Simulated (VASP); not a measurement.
ZrMo3, 8 atoms in the cell. The structure is cubic, space group Pm-3n (No. 223). Conventional cell: a = 4.942 Å, b = 4.942 Å, c = 4.942 Å, α = 90.00°, β = 90.00°, γ = 90.00°. Within 3.6 Å of Zr (site symmetry m-3) lie 12 Mo at 2.76 Å. Mo (site symmetry -4m2) has 10 Mo at 2.47 to 3.03 Å and 4 Zr at 2.76 Å within 3.3 Å. 

- Program: VASP 6.6.1
- Task: electric field gradients
- Functional: PBE
- Potentials or basis: VASP PAW PBE potentials, release 64 (Zr_sv, Mo_sv)
- Cutoff: 520 eV
- k mesh: 6 × 6 × 6
- Occupations: fermi-dirac, width 0.05 eV
- Spin: no spin polarisation
- Dipole correction: no
- Further INCAR settings: ALGO = Normal; EDIFF = 1e-08; NBANDS = 64

Potentials or basis: VASP PAW PBE potentials, release 64 (Zr_sv, Mo_sv).

Run with:

```console
$ cat potpaw_PBE.64/Zr_sv/POTCAR potpaw_PBE.64/Mo_sv/POTCAR > POTCAR
$ mpirun -np 1 vasp_std > vasp.out
```

Hardware: 1 thread of Intel(R) Xeon(R) Platinum 8259CL CPU @ 2.50GHz (Skylake/Cascade Lake) (shared host).

**Question.** Estimate the wall time of this run.

**Answer.** Run time: 2.5 min on 1 thread of Intel(R) Xeon(R) Platinum 8259CL CPU @ 2.50GHz (Skylake/Cascade Lake) (shared host), peak memory 0.3 GiB. Counts: scf iterations 16, k points 20.
